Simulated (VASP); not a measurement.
# GaP (I-4m2) in VASP: notebook, part 2 of 2

VASP 6.6.1. The steps go on from the part before.

**4. Single point, PBE**

This run uses another cell than the first one, of the same volume but with other edges.

The input, INCAR:

```
SYSTEM = GaP
  PREC = Accurate
  ENCUT = 520
  EDIFF = 1E-7
  ISMEAR = 0
  SIGMA = 0.05
  LREAL = .False.
  LASPH = .True.
  NELM = 80
  ALGO = Normal
  ISIF = 2
  LWAVE = .False.
  LCHARG = .False.
  GGA = PE
  NBANDS = 16
```

The input, KPOINTS:

```
regular mesh
0
Gamma
  10 10 10
  0 0 0
```

The input, POSCAR:

```
GaP
1.0
    0.0000000000      2.9057628061      2.4698983852
    2.9057628061      0.0000000000      2.4698983852
    2.9057628061      2.9057628061      0.0000000000
Ga P
1 1
Direct
    0.0000000000      0.0000000000      0.0000000000
    0.7500000000      0.7500000000      0.7500000000
```

Potentials or basis: VASP PAW PBE potentials, release 64 (Ga_d, P).

Started as:

```console
> cat potpaw_PBE.64/Ga_d/POTCAR potpaw_PBE.64/P/POTCAR > POTCAR
> mpirun -np 1 vasp_std > vasp.out
```

OUTCAR:

```text
SYSTEM = GaP
   PREC = Accurate
   ENCUT = 520
   EDIFF = 1E-7
   ISMEAR = 0
   LREAL = .False.
   LASPH = .True.
   NELM = 80
   ISIF = 2
   GGA = PE

 ion  position               nearest neighbor table
   1  0.000  0.000  0.000-   2 2.40   2 2.40   2 2.40   2 2.40
   2  0.750  0.750  0.750-   1 2.40   1 2.40   1 2.40   1 2.40

  LATTYP: Found a body centered tetragonal cell.
 ALAT       =     4.1093691694
 C/A-ratio  =     1.2020815280

  Lattice vectors:

 A1 = (   0.0000000000,  -2.9057628061,  -2.4698983852)
 A2 = (   0.0000000000,   2.9057628061,  -2.4698983852)
 A3 = (   2.9057628061,   0.0000000000,   2.4698983852)

Analysis of symmetry for initial positions (statically):
=====================================================================
 Subroutine PRICEL returns:
 Original cell was already a primitive cell.

 Routine SETGRP: Setting up the symmetry group for a
 body centered tetragonal supercell.

 Subroutine GETGRP returns: Found  8 space group operations
 (whereof  8 operations were pure point group operations)
 out of a pool of 16 trial point group operations.

The static configuration has the point symmetry D_2d.

Analysis of symmetry for dynamics (positions and initial velocities):
=====================================================================
 Subroutine PRICEL returns:
 Original cell was already a primitive cell.

 Routine SETGRP: Setting up the symmetry group for a
 body centered tetragonal supercell.

 Subroutine GETGRP returns: Found  8 space group operations
 (whereof  8 operations were pure point group operations)
 out of a pool of 16 trial point group operations.

The dynamic configuration has the point symmetry D_2d.

 Subroutine INISYM returns: Found  8 space group operations
 (whereof  8 operations are pure point group operations),
 and found     1 'primitive' translations

----------------------------------------------------------------------------------------

                                     Primitive cell

[... 110 lines left out ...]
     AMIX_MAG =   1.60;   BMIX_MAG =  1.00
  volume/ion in A,a.u.               =      20.85       140.73
  Fermi-wavevector in a.u.,A,eV,Ry     =   1.237150  2.337875 20.824279  1.530541
  Thomas-Fermi vector in A             =   2.371730
   LORBIT       =      0    0 simple, 1 ext, 2 COOP (PROOUT), +10 PAW based schemes
   GGA     = PE    functional components
   LHFCALC =     F    Hartree Fock is set to
   AEXX    =    0.0000 exact exchange contribution
   IVDW    =     0    specifies the selected vdW correction
   LEPSILON=     F    determine dielectric tensor
   LRPA    =     F    only Hartree local field effects (RPA)
 non-spin polarized calculation
 Gauss-broadening in eV      SIGMA  =   0.05
  energy-cutoff  :      520.00
  volume of cell :       41.71
 maximum number of plane-waves:      1146
   NGX = 15   NGY = 15   NGZ = 15

 number of electron      18.0000007 magnetization

 Free energy of the ion-electron system (eV)
  ---------------------------------------------------
  ext. energy  EPLUGINS =         0.00000000
  ---------------------------------------------------
  free energy    TOTEN  =        -8.99136959 eV

  energy without entropy =       -8.99136944  energy(sigma->0) =       -8.99136952

 E-fermi :   4.9302     XC(G=0):  -9.7289

 val. band max:        4.8086389854   @ k =   0.0000   0.0000   0.0000
 cond. band min:       5.0582462282   @ k =   0.4000   0.4000   0.0000
 fundamental gap:      0.2496072428
 Fermi energy:         4.9302003458

 k-point     1 :       0.0000    0.0000    0.0000
  band No.  band energies     occupation
      1     -10.1812      2.00000
      2     -10.1812      2.00000
      3     -10.1376      2.00000
      4     -10.1049      2.00000
      5     -10.0687      2.00000
      6      -7.8651      2.00000
[... 433 lines left out ...]
      3     -10.1341      2.00000
      4     -10.1309      2.00000
      5     -10.0434      2.00000
      6      -5.6708      2.00000
[... 8 lines left out ...]
     15      15.6439      0.00000
     16      18.4645      0.00000

 [... further k-points ...]

------------------------ aborting loop because EDIFF is reached ----------------------------------------

  FORCE on cell =-STRESS in cart. coord.  units (eV):
  Direction    XX          YY          ZZ          XY          YZ          ZX
  --------------------------------------------------------------------------------------
  -------------------------------------------------------------------------------------
  Total       -0.8794882     -0.8794882      1.3680056      0.0000000      0.0000000      0.0000000
  in kB      -33.7840102    -33.7840102     52.5495551      0.0000000      0.0000000      0.0000000
  external PRESSURE =      -5.0061551 kB  Pullay stress =       0.0000000 kB

 VOLUME and BASIS-vectors are now :
 -----------------------------------------------------------------------------
  energy-cutoff  :      520.00
  volume of cell :       41.71
      direct lattice vectors                 reciprocal lattice vectors
     0.000000000  2.905762806  2.469898385    -0.172071856  0.172071856  0.202437478
     2.905762806  0.000000000  2.469898385     0.172071856 -0.172071856  0.202437478
     2.905762806  2.905762806  0.000000000     0.172071856  0.172071856 -0.202437478

 POSITION                                       TOTAL-FORCE (eV/Angst)
 -----------------------------------------------------------------------------------
      0.00000      0.00000      0.00000        -0.000000     -0.000000     -0.000000
      4.35864      4.35864      3.70485         0.000000      0.000000      0.000000
 -----------------------------------------------------------------------------------
    total drift:                               -0.000002     -0.000002     -0.000012

  FREE ENERGIE OF THE ION-ELECTRON SYSTEM (eV)
  ---------------------------------------------------
  free  energy   TOTEN  =        -8.9913695949 eV

  energy  without entropy=       -8.9913694385  energy(sigma->0) =       -8.99136952
```

OSZICAR:

```text
N       E                     dE             d eps       ncg     rms          rms(c)
DAV:   1     0.813484099084E+02    0.81348E+02   -0.89631E+03  3328   0.161E+03
DAV:   2    -0.290475947503E+01   -0.84253E+02   -0.80514E+02  3744   0.313E+02
DAV:   3    -0.915543307775E+01   -0.62507E+01   -0.62283E+01  4032   0.655E+01
DAV:   4    -0.925864297262E+01   -0.10321E+00   -0.10317E+00  4032   0.914E+00
DAV:   5    -0.926065943918E+01   -0.20165E-02   -0.20164E-02  4288   0.112E+00    0.406E+00
DAV:   6    -0.901605418639E+01    0.24461E+00   -0.39753E-01  4976   0.102E+01    0.266E+00
DAV:   7    -0.899109711036E+01    0.24957E-01   -0.90789E-02  4312   0.204E+00    0.108E+00
DAV:   8    -0.899091132204E+01    0.18579E-03   -0.12669E-02  3904   0.132E+00    0.174E-01
DAV:   9    -0.899124697846E+01   -0.33566E-03   -0.12176E-03  4320   0.489E-01    0.771E-02
DAV:  10    -0.899131048583E+01   -0.63507E-04   -0.10738E-04  4952   0.106E-01    0.373E-02
DAV:  11    -0.899136975942E+01   -0.59274E-04   -0.81966E-05  3896   0.768E-02    0.499E-03
DAV:  12    -0.899136935888E+01    0.40054E-06   -0.26911E-06  4016   0.199E-02    0.327E-03
DAV:  13    -0.899136957017E+01   -0.21129E-06   -0.72936E-07  4360   0.680E-03    0.190E-03
DAV:  14    -0.899136959493E+01   -0.24756E-07   -0.20889E-08  2792   0.118E-03
   1 F= -.89913696E+01 E0= -.89913695E+01  d E =-.156462E-06
```

stdout:

```text
POSCAR found type information on POSCAR GaP
 POSCAR found :  2 types and       2 ions
 scaLAPACK will be used
 LDA part: xc-table for (Slater+PW92), standard interpolation
 POSCAR, INCAR and KPOINTS ok, starting setup
 FFT: planning ... GRIDC
 FFT: planning ... GRID_SOFT
 FFT: planning ... GRID
 WAVECAR not read
 entering main loop
```

Run time: 54 s. Hardware: 1 thread of Intel Xeon Platinum 8259CL at 2.50GHz (Skylake/Cascade Lake), shared host; peak memory 0.21 GiB.

Results:

| Quantity | Value |
| --- | --- |
| Free energy | -8.9914 eV |
| Pressure | -0.5 GPa |
| Band gap on the k mesh | 0.25 eV, indirect (least direct gap 0.96 eV) |

Levels at points of the mesh, in eV from the valence-band top:
| k point | band 6 | band 7 | band 8 | band 9 | band 10 | band 11 | band 12 | band 13 |
| --- | --- | --- | --- | --- | --- | --- | --- | --- |
| (0.00, 0.00, 0.00) | -12.67 | -0.69 | -0.69 | 0.00 | 0.96 | 3.38 | 3.74 | 3.74 |
| (0.50, 0.00, 0.00) | -10.69 | -6.87 | -2.06 | -0.98 | 0.75 | 3.74 | 5.31 | 8.05 |
| (0.50, 0.50, 0.00) | -9.44 | -6.33 | -3.66 | -3.66 | 0.43 | 0.70 | 9.82 | 9.82 |
| (0.50, 0.00, 0.50) | -10.08 | -7.35 | -2.61 | -2.50 | 1.69 | 1.98 | 8.85 | 8.94 |

 A k mesh can miss the band edges.

**5. Summary**

| cell | gap on the mesh (eV) | pressure (GPa) |
| --- | --- | --- |
| a = 3.784, b = 3.784, c = 4.370 Å, angles 54.7, 54.7, 70.5°, 2 atoms | none | -2.8 |
| a = 4.247, b = 4.247, c = 3.468 Å, angles 65.9, 65.9, 48.2°, 2 atoms | none | -0.5 |
| a = 3.814, b = 3.814, c = 4.109 Å, angles 57.4, 57.4, 65.2°, 2 atoms | 0.25 | -0.5 |

Alike in all rows: task single point; level PBE; potentials or basis VASP PAW PBE potentials, release 64 (Ga_d, P); no spin polarisation; k mesh 10 × 10 × 10; cutoff (eV) 520; smearing gaussian 0.05 eV.

Absolute energies hang on the potentials; compare differences alone.
